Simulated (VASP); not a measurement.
Wanted: the native input for a VASP 6.6.1 run.

```
Task                   : relaxation of cell and atoms
Functional             : PBEsol
Potentials or basis    : VASP PAW PBE potentials, release 64 (Cu, Au)
Cutoff                 : 600 eV
k mesh                 : 10 × 10 × 10
Occupations            : gaussian, width 0.1 eV
Spin                   : no spin polarisation
Dipole correction      : no
Further INCAR settings : ALGO = Fast; EDIFF = 1e-06; IBRION = 2; EDIFFG = -0.005; NSW = 100; ISIF = 3
```

The structure of CuAu3 lies in POSCAR:

```
CuAu3
1.0
    3.9800000000      0.0000000000      0.0000000000
    0.0000000000      3.9800000000      0.0000000000
    0.0000000000      0.0000000000      3.9800000000
Cu Au
1 3
Direct
    0.0000000000      0.0000000000      0.0000000000
    0.0000000000      0.5000000000      0.5000000000
    0.5000000000      0.0000000000      0.5000000000
    0.5000000000      0.5000000000      0.0000000000
```

The input as run:

INCAR

```
SYSTEM = CuAu3
PREC = Accurate
ENCUT = 600
EDIFF = 1E-6
ISMEAR = 0
SIGMA = 0.1
LREAL = .False.
LASPH = .True.
NELM = 80
ALGO = Fast
ISIF = 3
LWAVE = .False.
LCHARG = .False.
GGA = PS
IBRION = 2
NSW = 100
EDIFFG = -0.005
```

KPOINTS

```
regular mesh
0
Gamma
  10 10 10
  0 0 0
```

Potentials or basis: VASP PAW PBE potentials, release 64 (Cu, Au).

Command:

```sh
$ cat potpaw_PBE.64/Cu/POTCAR potpaw_PBE.64/Au/POTCAR > POTCAR
$ mpirun -np 1 vasp_std > vasp.out
```

It gave:

```json
{
 "Relaxed volume": "15.69 Å³/atom",
 "Relaxed cell": "a = 3.974 Å, b = 3.974 Å, c = 3.974 Å, α = 90.00°, β = 90.00°, γ = 90.00°",
 "Space group after relaxing (to 0.1 Å)": "Pm-3m (No. 221)",
 "Energy gained by relaxing": "0.2 meV/atom",
 "Ionic steps": "5",
 "Pressure after relaxing": "0.0 GPa",
 "Band gap on the k mesh": "zero (bands 22 and 23 overlap by 2.15 eV)"
}
```

Caveat: the PAW data sets were made with another functional, which shifts forces and pressure a little; spin-orbit coupling is left out, which moves the levels of the heavy elements.

Wall time 2.9 min on 1 thread of Intel(R) Xeon(R) Platinum 8488C (Sapphire Rapids), with other jobs on the host, peak memory 0.26 GiB.
